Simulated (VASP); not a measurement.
Here is a VASP 6.6.1 calculation.

File INCAR:

```
SYSTEM = BN
ALGO = Normal
EDIFF = 1E-7
ENCUT = 520
GGA = PE
ISIF = 2
ISMEAR = 0
LASPH = .True.
LCHARG = .True.
LELF = .True.
LREAL = .False.
LVHAR = .True.
LWAVE = .False.
NBANDS = 16
NELM = 80
PREC = Accurate
SIGMA = 0.05
```

Contents of KPOINTS:

```
k-points
0
Gamma
  12 12 6
  0 0 0
```

The input POSCAR:

```
BN
1.0
    2.5545800962      0.0000000000      0.0000000000
   -1.2772900481      2.2123312593      0.0000000000
    0.0000000000      0.0000000000      4.2245145363
B N
2 2
Direct
    0.6666666667      0.3333333333      0.9998058548
    0.3333333333      0.6666666667      0.4998058548
    0.6108319308      0.2216638616      0.6041910790
    0.2774985975      0.5549971949      0.1041910790
```

Potentials or basis: VASP PAW PBE potentials, release 64 (B, N).

The run is started by

```console
$ cat potpaw_PBE.64/B/POTCAR potpaw_PBE.64/N/POTCAR > POTCAR
$ mpirun -np 1 vasp_std > vasp.out
```

(1) Predict the largest force.

(2) Predict the band gap on the k mesh.

(3) Estimate the pressure.

Answers

(1) 10.503 eV/Å.

(2) 4.20 eV, indirect (least direct gap 6.09 eV).

(3) 24.8 GPa.

Caveat: the cell differs from its parent crystal (all N atoms moved +0.263 Å, as atom 3 towards its neighbour atom 2 (B) at 1.567 Å); forces of over 1 eV/Å act on the atoms, so gaps and moduli don't describe the material at rest.
